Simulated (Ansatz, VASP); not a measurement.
Tl: VASP beside Ansatz

Contents of INCAR:

```
SYSTEM = Tl
PREC = Accurate
ENCUT = 520
EDIFF = 1E-6
ISMEAR = -1
SIGMA = 0.05
LREAL = .False.
LASPH = .True.
NELM = 100
ALGO = Normal
ISIF = 2
LWAVE = .False.
LCHARG = .False.
GGA = PE
NBANDS = 20
```

Contents of KPOINTS:

```
Automatic mesh
0
Gamma
  7 7 4
  0 0 0
```

Contents of POSCAR:

```
Tl
1.0
    3.5942400000      0.0000000000      0.0000000000
   -1.7971200000      3.1127031473      0.0000000000
    0.0000000000      0.0000000000      5.5250000000
Tl
2
Direct
    0.6666666667      0.3333333333      0.7500000000
    0.3333333333      0.6666666667      0.2500000000
```

Contents of input.yaml:

```yaml
crystal:
  lattice:
    - [3.59424, 0.0, 0.0]
    - [-1.79712, 3.1127031473, 0.0]
    - [0.0, 0.0, 5.525]
  atoms:
    - { symbol: Tl, position: [0.6666666667, 0.3333333333, 0.75] }
    - { symbol: Tl, position: [0.3333333333, 0.6666666667, 0.25] }
hamiltonian:
  xc: pbe
  pseudopotentials: { kind: paw }
kpoints:
  mp_grid: { grid: [7, 7, 4] }
scf:
  occupations: { method: fermi_dirac, width: 0.05 }
output:
  forces: true
  stress: true
  eigenvalues: true
```

Alike in both runs: task single point; functional PBE; k mesh 7 × 7 × 4; occupations fermi-dirac, width 0.05 eV; no spin polarisation.

```csv
,VASP,Ansatz
version,VASP 6.6.1,Ansatz 0.2.0
potentials or method,"VASP PAW PBE potentials, release 64 (Tl_d)",Ansatz PAW
plane-wave cutoff (eV),520,420
valence electrons in the cell,26,26
```

Ansatz gave:

```
gap on the k mesh at the Fermi level (eV)                     : none
pressure (GPa)                                                : 0.6
traceless stress, the component that is largest in VASP (GPa) : -1.07
```

Problem. Estimate VASP's values.

Solution. gap on the k mesh at the Fermi level (eV): none; pressure (GPa): 0.5; traceless stress, the component that is largest in VASP (GPa): -1.07.

A gap of «none» marks a metal or a gap that the smearing closes.

Neither program's run includes spin-orbit coupling.
